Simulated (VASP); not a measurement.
# WS2 (C2/m) in VASP: further runs

The runs below take WS2 through single point, with PBE+D3(BJ).

All numbers are computed with VASP 6.6.1; they aren't measurements. Logs are shortened: lines on timing, memory, paths and dates and some standing lists are left out, and cuts for length are marked.

### Step 1. The cell of the first run

The structure is monoclinic, space group C2/m (No. 12). The conventional cell has a = 5.463 Å, b = 3.154 Å, c = 12.174 Å, α = 90.00°, β = 94.29°, γ = 90.00°. W (site symmetry m) has 6 S at 2.41 Å and 6 W at 3.15 Å within 3.2 Å. S (site symmetry m) has 3 W at 2.41 Å and 7 S at 3.15 Å within 3.2 Å. Within 3.4 Å of S (site symmetry m) lie 3 W at 2.41 Å and 9 S at 3.15 to 3.32 Å.

### Step 2. Single point, PBE+D3(BJ) (the part above a cut slid along it)

Contents of INCAR:

```
SYSTEM = WS2
  PREC = Accurate
  ENCUT = 520
  EDIFF = 1E-6
  ISMEAR = 0
  SIGMA = 0.05
  LREAL = .FALSE.
  LASPH = .TRUE.
  NELM = 100
  ALGO = Normal
  ISIF = 2
  LWAVE = .FALSE.
  LCHARG = .FALSE.
  GGA = PE
  IVDW = 12
  NBANDS = 35
```

Contents of KPOINTS:

```
Automatic mesh
0
G
  10 10 3
  0 0 0
```

Contents of POSCAR:

```
WS2
1.0
   -3.1542061832      0.0000000000      0.0000000000
   -1.5771030916     -2.7316226834      0.0000000000
   -0.7887092561     -0.4553615013     12.1399091344
W S
2 4
Direct
    0.2916583333      0.2916583333      0.2500000000
    0.5416416667      0.5416416667      0.7500000000
    0.2299314203      0.2299314203      0.6202874207
    0.6466147536      0.6466147536      0.1202874207
    0.1866852464      0.1866852464      0.8797125793
    0.6033685797      0.6033685797      0.3797125793
```

Potentials or basis: VASP PAW PBE potentials, release 64 (W_sv, S).

On the command line:

```sh
$ cat potpaw_PBE.64/W_sv/POTCAR potpaw_PBE.64/S/POTCAR > POTCAR
$ mpirun -np 1 vasp_std > vasp.out
```

OUTCAR:

```text
SYSTEM = WS2
   PREC = Accurate
   ENCUT = 520
   EDIFF = 1E-6
   ISMEAR = 0
   LREAL = .FALSE.
   LASPH = .TRUE.
   NELM = 100
   ISIF = 2
   GGA = PE
   IVDW = 12
 IVDW          = 12

 ion  position               nearest neighbor table
   1  0.292  0.292  0.250-   6 2.41   6 2.41   4 2.41   4 2.41   4 2.41   6 2.41
   2  0.542  0.542  0.750-   3 2.41   3 2.41   5 2.41   5 2.41   5 2.41   3 2.41
   3  0.230  0.230  0.620-   2 2.41   2 2.41   2 2.41
   4  0.647  0.647  0.120-   1 2.41   1 2.41   1 2.41
   5  0.187  0.187  0.880-   2 2.41   2 2.41   2 2.41
   6  0.603  0.603  0.380-   1 2.41   1 2.41   1 2.41

  LATTYP: Found a base centered monoclinic cell.
 ALAT       =     5.4632453668
 B/A-ratio  =     0.5773502692
 C/A-ratio  =     2.2283498400
 COS(beta)  =    -0.0748087203

  Lattice vectors:

 A1 = (   3.1542061832,   0.0000000000,   0.0000000000)
 A2 = (   1.5771030916,   2.7316226834,   0.0000000000)
 A3 = (  -0.7887092561,  -0.4553615013,  12.1399091344)

Analysis of symmetry for initial positions (statically):
=====================================================================
 Subroutine PRICEL returns:
 Original cell was already a primitive cell.

 Routine SETGRP: Setting up the symmetry group for a
 base centered monoclinic supercell.

 Subroutine GETGRP returns: Found  4 space group operations
 (whereof  2 operations were pure point group operations)
 out of a pool of  4 trial point group operations.

The static configuration has the point symmetry C_1h.
 The point group associated with its full space group is C_2h.

Analysis of symmetry for dynamics (positions and initial velocities):
=====================================================================
 Subroutine PRICEL returns:
 Original cell was already a primitive cell.

 Routine SETGRP: Setting up the symmetry group for a
 base centered monoclinic supercell.

 Subroutine GETGRP returns: Found  4 space group operations
 (whereof  2 operations were pure point group operations)
 out of a pool of  4 trial point group operations.

The dynamic configuration has the point symmetry C_1h.
 The point group associated with its full space group is C_2h.

 Subroutine INISYM returns: Found  4 space group operations
 (whereof  2 operations are pure point group operations),
 and found     1 'primitive' translations

----------------------------------------------------------------------------------------

                                     Primitive cell

  volume of cell :     104.5987

  direct lattice vectors                    reciprocal lattice vectors
    -3.154206183  0.000000000  0.000000000    -0.317036979  0.183041385 -0.013731569
    -1.577103092 -2.731622683  0.000000000     0.000000000 -0.366082771 -0.013731569
    -0.788709256 -0.455361501 12.139909134     0.000000000  0.000000000  0.082372939

  length of vectors
     3.154206183  3.154206183 12.174021939     0.366340212  0.366340212  0.082372939

  position of ions in fractional coordinates (direct lattice)
     0.291658333  0.291658333  0.250000000
     0.541641667  0.541641667  0.750000000
     0.229931420  0.229931420  0.620287421
     0.646614754  0.646614754  0.120287421
     0.186685246  0.186685246  0.879712579
     0.603368580  0.603368580  0.379712579

  ion indices of the primitive-cell ions
   primitive index   ion index
                 1           1
                 2           2
                 3           3
                 4           4
                 5           5
                 6           6

----------------------------------------------------------------------------------------

 KPOINTS: Automatic mesh

Automatic generation of k-mesh.
 Grid dimensions read from file:
 generate k-points for:   10   10    3

 Generating k-lattice:

  Cartesian coordinates                     Fractional coordinates (reciprocal lattice)
    -0.031703698  0.018304139 -0.001373157     0.100000000 -0.000000000 -0.000000000
     0.000000000 -0.036608277 -0.001373157     0.000000000  0.100000000  0.000000000
     0.000000000  0.000000000  0.027457646     0.000000000  0.000000000  0.333333333

  Length of vectors
     0.036634021  0.036634021  0.027457646

  Shift w.r.t. Gamma in fractional coordinates (k-lattice)
     0.000000000  0.000000000  0.000000000

 Subroutine IBZKPT returns following result:
 ===========================================

 Found     86 irreducible k-points:

 Following reciprocal coordinates:
            Coordinates               Weight
  0.000000  0.000000  0.000000      1.000000
  0.100000  0.000000  0.000000      4.000000
  0.200000  0.000000  0.000000      4.000000
  0.300000  0.000000  0.000000      4.000000
  0.400000  0.000000  0.000000      4.000000
  0.500000 -0.000000  0.000000      2.000000
[... 16 lines left out ...]
  0.300000  0.300000  0.000000      2.000000
  0.400000  0.300000  0.000000      4.000000
 [... further k-points ...]
   k-points           NKPTS =     86   k-points in BZ     NKDIM =     86   number of bands    NBANDS=     35
   number of dos      NEDOS =    301   number of ions     NIONS =      6
   total plane-waves  NPLWV =  55296
   dimension x,y,z NGX =    24 NGY =   24 NGZ =   96
   dimension x,y,z NGXF=    48 NGYF=   48 NGZF=  192
   ions per type =               2   4
   NGX,Y,Z   is equivalent  to a cutoff of  12.65, 12.65, 13.11 a.u.
   NGXF,Y,Z  is equivalent  to a cutoff of  25.30, 25.30, 26.22 a.u.
 SYSTEM =  WS2
   PREC   = accura    normal or accurate (medium, high low for compatibility)
   ISTART =      0    job   : 0-new  1-cont  2-samecut
   ICHARG =      2    charge: 1-file 2-atom 10-const
   ISPIN  =      1    spin polarized calculation?
   LNONCOLLINEAR =      F non collinear calculations
   LSORBIT =      F    spin-orbit coupling
   LASPH  =      T    aspherical Exc in radial PAW
   ENCUT  =  520.0 eV  38.22 Ry    6.18 a.u.   5.86  5.86 22.64*2*pi/ulx,y,z
   NELM   =    100;   NELMIN=  2; NELMDL= -5     # of ELM steps
   EDIFF  = 0.1E-05   stopping-criterion for ELM
   LREAL  =      F    real-space projection
   EDIFFG = 0.1E-04   stopping-criterion for IOM
   NSW    =      0    number of steps for IOM
   IBRION =     -1    ionic relax: 0-MD 1-quasi-New 2-CG
   NFREE  =      0    steps in history (QN), initial steepest desc. (CG)
   ISIF   =      2    stress and relaxation
   ISYM   =      2    0-nonsym 1-usesym 2-fastsym
   POTIM  = 0.5000    time-step for ionic-motion
   TEBEG  =    0.0;   TEEND  =   0.0 temperature during run
   PSTRESS=    0.0 pullay stress
   NELECT =      52.0000    total number of electrons
   NUPDOWN=      -1.0000    fix difference up-down
   EMIN   =  10.00;   EMAX   =-10.00  energy-range for DOS
   EFERMI =   0.00;   METHOD = LEGACY
   ISMEAR =     0;   SIGMA  =   0.05  broadening in eV -4-tet -1-fermi 0-gaus
   EFERMI_NEDOS =   21; number of points for ismear=-14 and -15
   IALGO  =     38    algorithm
   IMIX   =      4    mixing-type and parameters
     AMIX     =   0.40;   BMIX     =  1.00
     AMIX_MAG =   1.60;   BMIX_MAG =  1.00
  volume/ion in A,a.u.               =      17.43       117.64
  Fermi-wavevector in a.u.,A,eV,Ry     =   1.296882  2.450752 22.883686  1.681903
  Thomas-Fermi vector in A             =   2.428310
   LORBIT       =      0    0 simple, 1 ext, 2 COOP (PROOUT), +10 PAW based schemes
   GGA     = PE    functional components
   LHFCALC =     F    Hartree Fock is set to
   AEXX    =    0.0000 exact exchange contribution
   IVDW    =    12    specifies the selected vdW correction
   LEPSILON=     F    determine dielectric tensor
   LRPA    =     F    only Hartree local field effects (RPA)
 non-spin polarized calculation
 Gauss-broadening in eV      SIGMA  =   0.05
  energy-cutoff  :      520.00
  volume of cell :      104.60
 maximum number of plane-waves:      2834
   NGX = 11   NGY = 11   NGZ = 45

 number of electron      51.9999988 magnetization

 Free energy of the ion-electron system (eV)
  ---------------------------------------------------
  ext. energy  EPLUGINS =         0.00000000
  ---------------------------------------------------
  free energy    TOTEN  =       -47.15707439 eV

  energy without entropy =      -47.15707439  energy(sigma->0) =      -47.15707439

 E-fermi :   8.1956     XC(G=0): -11.0751

 val. band max:        7.7609875023   @ k =   0.0000   0.0000   0.0000
 cond. band min:       8.7040925877   @ k =  -0.2000   0.2000  -0.0000
 fundamental gap:      0.9431050854
 Fermi energy:         8.1955631415

 k-point     1 :       0.0000    0.0000    0.0000
  band No.  band energies     occupation
      1     -66.9134      2.00000
      2     -66.9134      2.00000
      3     -31.1724      2.00000
      4     -31.1724      2.00000
      5     -30.9925      2.00000
      6     -30.9925      2.00000
[... 27 lines left out ...]
     34      10.2899      0.00000
     35      12.4893      0.00000

 k-point     2 :       0.1000    0.0000    0.0000
  band No.  band energies     occupation
      1     -66.9116      2.00000
      2     -66.9116      2.00000
      3     -31.1660      2.00000
      4     -31.1660      2.00000
      5     -31.0278      2.00000
      6     -31.0278      2.00000
[... 27 lines left out ...]
     34      10.3364      0.00000
     35      13.2455      0.00000

 k-point     3 :       0.2000    0.0000    0.0000
  band No.  band energies     occupation
      1     -66.9068      2.00000
      2     -66.9068      2.00000
      3     -31.1492      2.00000
      4     -31.1491      2.00000
      5     -31.1201      2.00000
      6     -31.1201      2.00000
[... 27 lines left out ...]
     34      10.9856      0.00000
     35      14.4307      0.00000
[... 723 lines left out ...]
 k-point    23 :       0.3000    0.3000    0.0000
  band No.  band energies     occupation
      1     -66.9010      2.00000
      2     -66.9010      2.00000
      3     -31.2327      2.00000
      4     -31.2327      2.00000
      5     -31.1282      2.00000
      6     -31.1281      2.00000
[... 27 lines left out ...]
     34      11.6654      0.00000
     35      13.9700      0.00000

 k-point    24 :       0.4000    0.3000    0.0000
  band No.  band energies     occupation
      1     -66.8977      2.00000
      2     -66.8977      2.00000
      3     -31.2796      2.00000
      4     -31.2796      2.00000
      5     -31.1164      2.00000
      6     -31.1164      2.00000
[... 27 lines left out ...]
     34      12.0647      0.00000
     35      13.5946      0.00000

 [... further k-points ...]

------------------------ aborting loop because EDIFF is reached ----------------------------------------

 Edisp (eV)   -2.61088

 E8    (eV) :    -1.0973

  FORCE on cell =-STRESS in cart. coord.  units (eV):
  Direction    XX          YY          ZZ          XY          YZ          ZX
  --------------------------------------------------------------------------------------
  -------------------------------------------------------------------------------------
  Total      -0.00084     0.13388     0.17025    -0.11667     0.04221     0.07311
  in kB      -0.01286     2.05070     2.60786    -1.78710     0.64652     1.11980
  external pressure =        1.55 kB  Pullay stress =        0.00 kB

 VOLUME and BASIS-vectors are now :
 -----------------------------------------------------------------------------
  energy-cutoff  :      520.00
  volume of cell :      104.60
      direct lattice vectors                 reciprocal lattice vectors
    -3.154206183  0.000000000  0.000000000    -0.317036979  0.183041385 -0.013731569
    -1.577103092 -2.731622683  0.000000000     0.000000000 -0.366082771 -0.013731569
    -0.788709256 -0.455361501 12.139909134     0.000000000  0.000000000  0.082372939

 POSITION                                       TOTAL-FORCE (eV/Angst)
 -----------------------------------------------------------------------------------
     -1.57710     -0.91054      3.03498         0.020896      0.012064     -0.014840
     -3.15421     -1.82108      9.10493        -0.020896     -0.012064      0.014840
     -1.57710     -0.91054      7.53023         0.007186      0.004149     -0.007380
     -3.15421     -1.82108      1.46028         0.004530      0.002615      0.080474
     -1.57710     -0.91054     10.67963        -0.004530     -0.002615     -0.080474
     -3.15421     -1.82108      4.60968        -0.007186     -0.004149      0.007380
 -----------------------------------------------------------------------------------
    total drift:                                0.000000      0.000000      0.000000

  FREE ENERGIE OF THE ION-ELECTRON SYSTEM (eV)
  ---------------------------------------------------
  free  energy   TOTEN  =       -49.7679532168 eV

  energy  without entropy=      -49.7679532168  energy(sigma->0) =      -49.76795322
```

Wall time 8.4 min (1 thread of Intel Xeon 8259CL, shared host); peak memory 0.4 GiB.

What came out:

| Property | Result |
| --- | --- |
| Free energy | -49.7680 eV |
| Pressure | 0.2 GPa |
| Largest force | 0.081 eV/Å |
| Band gap on the k mesh | 0.94 eV (least direct gap 2.15 eV) |
| Dispersion energy per atom | -0.435 eV |

Forces in eV/Å, atoms in the order of the input:
```
W    0.021  0.012 -0.015
W   -0.021 -0.012  0.015
S    0.007  0.004 -0.007
S    0.005  0.003  0.080
S   -0.005 -0.003 -0.080
S   -0.007 -0.004  0.007
```

Caveat: the cell differs from its parent crystal (the part above a cut slid along it); spin-orbit coupling is left out, which moves the levels of the heavy elements. A k mesh can miss the band edges.

(Part 1 of 2 ends here.)
